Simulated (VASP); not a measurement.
# W (Im-3m) in VASP: relaxation of cell and atoms with PBEsol

Aim: the relaxation of cell and atoms of W with PBEsol.

Everything below comes from runs of VASP 6.6.1. Logs are shortened: lines on timing, memory, paths and dates and some standing lists are left out, and cuts for length are marked.

### 1 The cell of the first run

It takes space group Im-3m (No. 229, cubic). Conventional cell: a = 3.157 Å, b = 3.157 Å, c = 3.157 Å, α = 90.00°, β = 90.00°, γ = 90.00°. Within 3.6 Å of W (site symmetry m-3m) lie 14 W at 2.73 to 3.16 Å.

### 2 Relaxation of cell and atoms, PBEsol

Input file INCAR:

```
SYSTEM = W
  ALGO = Normal
  EDIFF = 1E-6
  EDIFFG = -0.01
  ENCUT = 600
  GGA = PS
  IBRION = 2
  ISIF = 3
  ISMEAR = 0
  LASPH = .TRUE.
  LCHARG = .FALSE.
  LREAL = .FALSE.
  LWAVE = .FALSE.
  NELM = 100
  NSW = 80
  PREC = Accurate
  SIGMA = 0.1
```

Input file KPOINTS:

```
k-points
0
G
  18 18 18
  0 0 0
```

Input file POSCAR:

```
W
1.0
   -1.5784341933      1.5784341933      1.5784341933
    1.5784341933     -1.5784341933      1.5784341933
    1.5784341933      1.5784341933     -1.5784341933
W
1
Direct
    0.0000000000      0.0000000000      0.0000000000
```

Potentials or basis: VASP PAW PBE potentials, release 64 (W_sv).

The run is started by

```sh
$ cat potpaw_PBE.64/W_sv/POTCAR > POTCAR
$ mpirun -np 1 vasp_std > vasp.out
```

OUTCAR:

```text
SYSTEM = W
   EDIFF = 1E-6
   EDIFFG = -0.01
   ENCUT = 600
   GGA = PS
   IBRION = 2
   ISIF = 3
   ISMEAR = 0
   LASPH = .TRUE.
   LREAL = .FALSE.
   NELM = 100
   NSW = 80
   PREC = Accurate

 ion  position               nearest neighbor table
   1  0.000  0.000  0.000-

  LATTYP: Found a body centered cubic cell.
 ALAT       =     3.1568683866

  Lattice vectors:

 A1 = (  -1.5784341933,   1.5784341933,   1.5784341933)
 A2 = (   1.5784341933,  -1.5784341933,   1.5784341933)
 A3 = (   1.5784341933,   1.5784341933,  -1.5784341933)

Analysis of symmetry for initial positions (statically):
=====================================================================
 Subroutine PRICEL returns:
 Original cell was already a primitive cell.

 Routine SETGRP: Setting up the symmetry group for a
 body centered cubic supercell.

 Subroutine GETGRP returns: Found 48 space group operations
 (whereof 48 operations were pure point group operations)
 out of a pool of 48 trial point group operations.

The static configuration has the point symmetry O_h .

Analysis of symmetry for dynamics (positions and initial velocities):
=====================================================================
 Subroutine PRICEL returns:
 Original cell was already a primitive cell.

 Routine SETGRP: Setting up the symmetry group for a
 body centered cubic supercell.

 Subroutine GETGRP returns: Found 48 space group operations
 (whereof 48 operations were pure point group operations)
 out of a pool of 48 trial point group operations.

The dynamic configuration has the point symmetry O_h .

 Subroutine INISYM returns: Found 48 space group operations
 (whereof 48 operations are pure point group operations),
 and found     1 'primitive' translations

----------------------------------------------------------------------------------------

                                     Primitive cell

  volume of cell :      15.7304

  direct lattice vectors                    reciprocal lattice vectors
    -1.578434193  1.578434193  1.578434193     0.000000000  0.316769620  0.316769620
     1.578434193 -1.578434193  1.578434193     0.316769620  0.000000000  0.316769620
     1.578434193  1.578434193 -1.578434193     0.316769620  0.316769620  0.000000000

  length of vectors
     2.733928219  2.733928219  2.733928219     0.447979893  0.447979893  0.447979893

  position of ions in fractional coordinates (direct lattice)
     0.000000000  0.000000000  0.000000000

  ion indices of the primitive-cell ions
   primitive index   ion index
                 1           1

----------------------------------------------------------------------------------------

 KPOINTS: k-points

Automatic generation of k-mesh.
 Grid dimensions read from file:
 generate k-points for:   18   18   18

 Generating k-lattice:

  Cartesian coordinates                     Fractional coordinates (reciprocal lattice)
     0.000000000  0.017598312  0.017598312     0.055555556  0.000000000  0.000000000
     0.017598312  0.000000000  0.017598312     0.000000000  0.055555556  0.000000000
     0.017598312  0.017598312  0.000000000     0.000000000  0.000000000  0.055555556

  Length of vectors
     0.024887772  0.024887772  0.024887772

  Shift w.r.t. Gamma in fractional coordinates (k-lattice)
     0.000000000  0.000000000  0.000000000

 Subroutine IBZKPT returns following result:
 ===========================================

 Found    195 irreducible k-points:

 Following reciprocal coordinates:
            Coordinates               Weight
  0.000000  0.000000  0.000000      1.000000
  0.055556  0.000000  0.000000     12.000000
  0.111111  0.000000  0.000000     12.000000
  0.166667  0.000000  0.000000     12.000000
  0.222222  0.000000  0.000000     12.000000
  0.277778  0.000000  0.000000     12.000000
[... 16 lines left out ...]
  0.333333  0.111111  0.000000     48.000000
  0.388889  0.111111  0.000000     48.000000
 [... further k-points ...]
   k-points           NKPTS =    195   k-points in BZ     NKDIM =    195   number of bands    NBANDS=     11
   number of dos      NEDOS =    301   number of ions     NIONS =      1
   total plane-waves  NPLWV =  13824
   dimension x,y,z NGX =    24 NGY =   24 NGZ =   24
   dimension x,y,z NGXF=    48 NGYF=   48 NGZF=   48
   ions per type =               1
   NGX,Y,Z   is equivalent  to a cutoff of  14.59, 14.59, 14.59 a.u.
   NGXF,Y,Z  is equivalent  to a cutoff of  29.19, 29.19, 29.19 a.u.
 SYSTEM =  W
   PREC   = accura    normal or accurate (medium, high low for compatibility)
   ISTART =      0    job   : 0-new  1-cont  2-samecut
   ICHARG =      2    charge: 1-file 2-atom 10-const
   ISPIN  =      1    spin polarized calculation?
   LNONCOLLINEAR =      F non collinear calculations
   LSORBIT =      F    spin-orbit coupling
   LASPH  =      T    aspherical Exc in radial PAW
   ENCUT  =  600.0 eV  44.10 Ry    6.64 a.u.   5.46  5.46  5.46*2*pi/ulx,y,z
   NELM   =    100;   NELMIN=  2; NELMDL= -5     # of ELM steps
   EDIFF  = 0.1E-05   stopping-criterion for ELM
   LREAL  =      F    real-space projection
   EDIFFG = -.1E-01   stopping-criterion for IOM
   NSW    =     80    number of steps for IOM
   IBRION =      2    ionic relax: 0-MD 1-quasi-New 2-CG
   NFREE  =      1    steps in history (QN), initial steepest desc. (CG)
   ISIF   =      3    stress and relaxation
   ISYM   =      2    0-nonsym 1-usesym 2-fastsym
   POTIM  = 0.5000    time-step for ionic-motion
   TEBEG  =    0.0;   TEEND  =   0.0 temperature during run
   PSTRESS=    0.0 pullay stress
   NELECT =      14.0000    total number of electrons
   NUPDOWN=      -1.0000    fix difference up-down
   EMIN   =  10.00;   EMAX   =-10.00  energy-range for DOS
   EFERMI =   0.00;   METHOD = LEGACY
   ISMEAR =     0;   SIGMA  =   0.10  broadening in eV -4-tet -1-fermi 0-gaus
   EFERMI_NEDOS =   21; number of points for ismear=-14 and -15
   IALGO  =     38    algorithm
   IMIX   =      4    mixing-type and parameters
     AMIX     =   0.40;   BMIX     =  1.00
     AMIX_MAG =   1.60;   BMIX_MAG =  1.00
  volume/ion in A,a.u.               =      15.73       106.15
  Fermi-wavevector in a.u.,A,eV,Ry     =   1.574724  2.975796 33.739112  2.479755
  Thomas-Fermi vector in A             =   2.675815
   LORBIT       =      0    0 simple, 1 ext, 2 COOP (PROOUT), +10 PAW based schemes
   GGA     = PS    functional components
   LHFCALC =     F    Hartree Fock is set to
   AEXX    =    0.0000 exact exchange contribution
   IVDW    =     0    specifies the selected vdW correction
   LEPSILON=     F    determine dielectric tensor
   LRPA    =     F    only Hartree local field effects (RPA)
 conjugate gradient relaxation of ions
 non-spin polarized calculation
 Gauss-broadening in eV      SIGMA  =   0.10
  energy-cutoff  :      600.00
  volume of cell :       15.73
 maximum number of plane-waves:       541
 NGX is ok and might be reduce to    24
   NGX = 11   NGY = 11   NGZ = 11

 number of electron      14.0000001 magnetization

 Free energy of the ion-electron system (eV)
  ---------------------------------------------------
  ext. energy  EPLUGINS =         0.00000000
  ---------------------------------------------------
  free energy    TOTEN  =       -13.80173824 eV

  energy without entropy =      -13.79829743  energy(sigma->0) =      -13.80001783

 E-fermi :  11.3782     XC(G=0): -13.8042

 val. band max:       11.3696910295   @ k =  -0.1667   0.1667   0.0556
 cond. band min:      11.3789115354   @ k =  -0.2778   0.3333   0.2222
 fundamental gap:      0.0092205060
 Fermi energy:        11.3782409550

 k-point     1 :       0.0000    0.0000    0.0000
  band No.  band energies     occupation
      1     -62.7478      2.00000
      2     -26.2942      2.00000
      3     -26.2942      2.00000
      4     -26.2942      2.00000
      5       1.6904      2.00000
      6      10.1394      2.00000
      7      10.1394      2.00000
      8      10.1394      2.00000
      9      13.6407      0.00000
     10      13.6407      0.00000
     11      25.9451      0.00000

 k-point     2 :       0.0556    0.0000    0.0000
  band No.  band energies     occupation
      1     -62.7436      2.00000
      2     -26.3377      2.00000
      3     -26.3077      2.00000
      4     -26.2945      2.00000
      5       1.8421      2.00000
      6      10.0465      2.00000
      7      10.1189      2.00000
      8      10.2856      2.00000
      9      13.4902      0.00000
     10      13.6414      0.00000
     11      26.0762      0.00000

 k-point     3 :       0.1111    0.0000    0.0000
  band No.  band energies     occupation
      1     -62.7316      2.00000
      2     -26.4614      2.00000
      3     -26.3464      2.00000
      4     -26.2951      2.00000
      5       2.2801      2.00000
      6       9.7901      2.00000
      7      10.0296      2.00000
      8      10.7195      2.00000
      9      13.1692      0.00000
     10      13.6511      0.00000
     11      26.4065      0.00000

 k-point     4 :       0.1667    0.0000    0.0000
  band No.  band energies     occupation
      1     -62.7132      2.00000
      2     -26.6473      2.00000
      3     -26.4052      2.00000
      4     -26.2961      2.00000
      5       2.9487      2.00000
      6       9.4247      2.00000
      7       9.8277      2.00000
      8      11.4266      0.49414
      9      12.9363      0.00000
     10      13.6881      0.00000
     11      26.7031      0.00000
[... 239 lines left out ...]
 k-point    22 :       0.2778    0.1111    0.0000
  band No.  band energies     occupation
      1     -62.6373      2.00000
      2     -27.3073      2.00000
      3     -26.6477      2.00000
      4     -26.3566      2.00000
      5       5.3478      2.00000
      6       8.3075      2.00000
      7       9.3929      2.00000
      8      13.0474      0.00000
      9      14.3840      0.00000
     10      15.5215      0.00000
     11      24.6919      0.00000

 k-point    23 :       0.3333    0.1111    0.0000
  band No.  band energies     occupation
      1     -62.6197      2.00000
      2     -27.4488      2.00000
      3     -26.7164      2.00000
      4     -26.3592      2.00000
      5       5.5025      2.00000
      6       8.0746      2.00000
      7      10.0708      2.00000
      8      13.3373      0.00000
      9      14.5305      0.00000
     10      16.8388      0.00000
     11      23.4961      0.00000

 k-point    24 :       0.3889    0.1111    0.0000
  band No.  band energies     occupation
      1     -62.6082      2.00000
      2     -27.5396      2.00000
      3     -26.7613      2.00000
      4     -26.3608      2.00000
      5       5.4928      2.00000
      6       7.9317      2.00000
      7      10.8141      2.00000
      8      13.4211      0.00000
      9      14.7675      0.00000
     10      17.9001      0.00000
     11      22.4059      0.00000

 [... further k-points ...]

------------------------ aborting loop because EDIFF is reached ----------------------------------------

  FORCE on cell =-STRESS in cart. coord.  units (eV):
  Direction    XX          YY          ZZ          XY          YZ          ZX
  --------------------------------------------------------------------------------------
  -------------------------------------------------------------------------------------
  Total       -0.0087859     -0.0087859     -0.0087859     -0.0000000      0.0000000      0.0000000
  in kB       -0.8948659     -0.8948659     -0.8948659     -0.0000000      0.0000000      0.0000000
  external PRESSURE =      -0.8948659 kB  Pullay stress =       0.0000000 kB

 VOLUME and BASIS-vectors are now :
 -----------------------------------------------------------------------------
  energy-cutoff  :      600.00
  volume of cell :       15.73
      direct lattice vectors                 reciprocal lattice vectors
    -1.578434193  1.578434193  1.578434193     0.000000000  0.316769620  0.316769620
     1.578434193 -1.578434193  1.578434193     0.316769620  0.000000000  0.316769620
     1.578434193  1.578434193 -1.578434193     0.316769620  0.316769620  0.000000000

 POSITION                                       TOTAL-FORCE (eV/Angst)
 -----------------------------------------------------------------------------------
      0.00000      0.00000      0.00000        -0.000000     -0.000000      0.000000
 -----------------------------------------------------------------------------------
    total drift:                                0.000000      0.000000     -0.000000

  FREE ENERGIE OF THE ION-ELECTRON SYSTEM (eV)
  ---------------------------------------------------
  free  energy   TOTEN  =       -13.8017382415 eV

  energy  without entropy=      -13.7982974271  energy(sigma->0) =      -13.80001783

 reached required accuracy - stopping structural energy minimisation
```

Wall time 11 s (1 thread of Intel Xeon 6975P-C (Granite Rapids), shared host); peak memory 0.16 GiB.

Results:

* Free energy: -13.8017 eV
* Pressure after relaxing: -0.1 GPa
* Band gap on the k mesh: zero (bands 7 and 8 overlap by 6.48 eV)

Final structure:
```yaml
crystal:
  lattice:
    - [-1.57843, 1.57843, 1.57843]
    - [1.57843, -1.57843, 1.57843]
    - [1.57843, 1.57843, -1.57843]
  atoms:
    - { symbol: W, position: [0.00000, 0.00000, 0.00000] }
```

Caveat: the relaxation stopped at its first step, so nothing moved; the PAW data sets were made with another functional, which shifts forces and pressure a little; spin-orbit coupling is left out, which moves the levels of the heavy elements.
